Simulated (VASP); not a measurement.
# Se: single point with r2SCAN

Crystal: Se.

```
CELL_PARAMETERS angstrom
3.75558 0.00000 0.00000
-1.87779 3.25243 0.00000
0.00000 0.00000 7.29961
ATOMIC_POSITIONS crystal
Se 0.00000 0.00000 0.00000
Se 0.00000 0.00000 0.50000
Se 0.33333 0.66667 0.75000
Se 0.66667 0.33333 0.25000
```

| Quantity | Value |
| --- | --- |
| Program | VASP 6.6.1 |
| Task | single point |
| Functional | r2SCAN |
| Potentials or basis | VASP PAW PBE potentials, release 64 (Se) |
| Cutoff | 520 eV |
| k mesh | 15 × 15 × 6 |
| Occupations | gaussian, width 0.1 eV |
| Spin | no spin polarisation |
| Dipole correction | no |
| Further INCAR settings | ALGO = Normal; EDIFF = 1e-06; NBANDS = 20 |

```yaml
Pressure: -0.1 GPa
Band_gap_on_the_k_mesh: zero (band 12 reaches 5.20 eV, above the bottom of band 13 at 2.94 eV)
```

Levels at points of the mesh, in eV from the Fermi level:
| k point | band 10 | band 11 | band 12 | band 13 | band 14 | band 15 |
| --- | --- | --- | --- | --- | --- | --- |
| (0.00, 0.00, 0.00) | -1.44 | -1.03 | -1.03 | -0.93 | 0.98 | 0.98 |
| (0.00, 0.00, 0.50) | -2.47 | 0.17 | 0.17 | 0.17 | 0.17 | 1.27 |

It took 8 min on 1 thread of Intel(R) Xeon(R) 6975P-C (Granite Rapids), with other jobs on the host, peak memory 0.29 GiB.

Caveat: the PAW data sets were made with another functional, which shifts forces and pressure a little.
